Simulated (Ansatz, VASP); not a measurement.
Ti3Al3Cu2 in VASP and in Ansatz

The input INCAR:

```
PREC     = Accurate       # precision mode
ENCUT    = 520            # plane-wave cutoff, eV
EDIFF    = 1E-6           # SCF threshold, eV
ISMEAR   = 0              # smearing method
SIGMA    = 0.1            # smearing width, eV
LREAL    = False          # projectors in reciprocal space
LASPH    = True           # aspherical terms in the spheres
NELM     = 150            # most SCF steps
ALGO     = Normal         # electronic algorithm
ISIF     = 2              # what is computed and relaxed
LWAVE    = False          # write WAVECAR
LCHARG   = True           # write CHGCAR
ISPIN    = 2              # spin polarisation
MAGMOM   = 1 1 1 0 0 0 0 0 # initial moments
LORBIT   = 11             # projections on sites
LMAXMIX  = 4              # l up to which the mixer works
GGA      = PE             # functional
LELF     = True           # ELF
LVHAR    = True         
NBANDS   = 48             # bands
```

KPOINTS

```
regular mesh
0
Gamma
  4 4 2
```

File POSCAR:

```
Ti3Al3Cu2
1.0
    3.9795295762      0.0000000000      0.0000000000
    0.0000000000      3.9826327376      0.0000000000
    0.0000000000      0.0000000000      7.5927646621
Ti Al Cu
3 3 2
Direct
    0.5000000000      0.5000000000      0.7444668904
    0.5000000000      0.5000000000      0.2555331096
    0.0000000000      0.5000000000      0.0000000000
    0.0000000000      0.5000000000      0.5000000000
    0.5000000000      0.0000000000      0.0000000000
    0.5000000000      0.0000000000      0.5000000000
    0.0000000000      0.0000000000      0.7482337667
    0.0000000000      0.0000000000      0.2517662333
```

Input for Ansatz:

```yaml
crystal:
  lattice:
    - [3.9795295762, 0.0, 0.0]
    - [0.0, 3.9826327376, 0.0]
    - [0.0, 0.0, 7.5927646621]
  atoms:
    - { symbol: Ti, position: [0.5, 0.5, 0.7444668904], spin: 1.0 }
    - { symbol: Ti, position: [0.5, 0.5, 0.2555331096], spin: 1.0 }
    - { symbol: Ti, position: [0.0, 0.5, 0.0], spin: 1.0 }
    - { symbol: Al, position: [0.0, 0.5, 0.5] }
    - { symbol: Al, position: [0.5, 0.0, 0.0] }
    - { symbol: Al, position: [0.5, 0.0, 0.5] }
    - { symbol: Cu, position: [0.0, 0.0, 0.7482337667] }
    - { symbol: Cu, position: [0.0, 0.0, 0.2517662333] }
basis:
  ecutwfc: 420
kpoints:
  mp_grid: { grid: [4, 4, 2] }
hamiltonian:
  xc: pbe
scf:
  occupations: { method: gaussian, width: 0.1 }
  lower_state_search: "off"
output:
  forces: true
  stress: true
  eigenvalues: true
  populations: true
magnetization:
  spin_polarized: true
```

Change from the starting cell: species swapped into the Li3Ag3Ge2 type (Pmmm, No. 47).

Alike in both runs: task single point; functional PBE; k mesh 4 × 4 × 2; occupations gaussian, width 0.1 eV; collinear spin.

```csv
,VASP,Ansatz
version,VASP 6.6.1,Ansatz 0.2.0
potentials or method,"VASP PAW PBE potentials, release 64 (Ti_sv, Al, Cu), cutoff 520 eV","scalar-relativistic, plane waves, PAW"
valence electrons in the cell,67,83
```

```tsv
	VASP	Ansatz	Ansatz less VASP
gap on the k mesh at the Fermi level (eV)	none	none	-
pressure (GPa)	0.1	-0.1	-0.19
traceless stress, the component that is largest in VASP (GPa)	0.55	0.56	+0.011
rms of the force components (eV/Å)	0.007	0.008	+0.0007
net moment per atom (μB)	0.10	0.10	0.000
```

Atom by atom the forces differ by 0.002 eV/Å (rms over components). A gap of «none» marks a metal or a gap that the smearing closes. With one functional, cell and mesh, what is left measures potentials, basis and numerics. VASP's potentials hold 67 valence electrons a cell and Ansatz's 83, so a difference there can come from the potentials and not from the codes.

The k mesh is coarse, so the values compare programs but aren't converged.
